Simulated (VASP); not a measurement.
Runs of VASP 6.6.1 on Be5Te. The structure is that of space group P321 (No. 150), or close to it. The cells are those of the table. 

| task | cell | k mesh | cutoff (eV) | smearing | gap on the mesh (eV) | pressure (GPa) | largest force (eV/Å) |
| --- | --- | --- | --- | --- | --- | --- | --- |
| single point | a = 3.930, b = 3.930, c = 10.811 Å, angles 90.0, 90.0, 120.0°, 12 atoms | 6 × 6 × 2 | 520 | gaussian 0.2 eV | none | 0.1 | 0.08 |
| single point | a = 3.930, b = 3.930, c = 10.811 Å, angles 90.0, 90.0, 120.0°, 12 atoms | 12 × 12 × 4 | 520 | gaussian 0.1 eV | none | 0.1 | (a) |
| single point | a = 3.926, b = 3.926, c = 10.853 Å, angles 90.0, 90.0, 120.0°, 12 atoms | 5 × 5 × 2 | 520 | gaussian 0.2 eV | none | -0.2 | 0.02 |
| single point | a = 3.919, b = 3.919, c = 10.857 Å, angles 90.1, 90.0, 120.0°, 12 atoms | 6 × 6 × 2 | 520 | gaussian 0.2 eV | none | 0.2 | 0.02 |
| relaxation of cell and atoms | relaxed from a = 3.970, b = 3.970, c = 10.600 Å, angles 90.0, 90.0, 120.0°, 12 atoms | 5 × 5 × 2 | 600 | gaussian 0.2 eV | none | 0.4 | 0.08 |

Alike in all rows: level PBE; potentials or basis VASP PAW PBE potentials, release 64 (Be, Te); no spin polarisation.

**Question.** Fill in the values left out.

**Answer.** (a) 0.01.

Caveats: some runs use coarse meshes; spin-orbit coupling is left out, which moves the levels of the heavy elements; the relaxation stopped at a loose force limit of 0.08 eV/Å, so its end isn't a converged minimum (some runs).

A k mesh can miss the band edges, and the runs leave out spin-orbit coupling on Te.

A gap of «none» marks levels without a gap at the run's occupations.
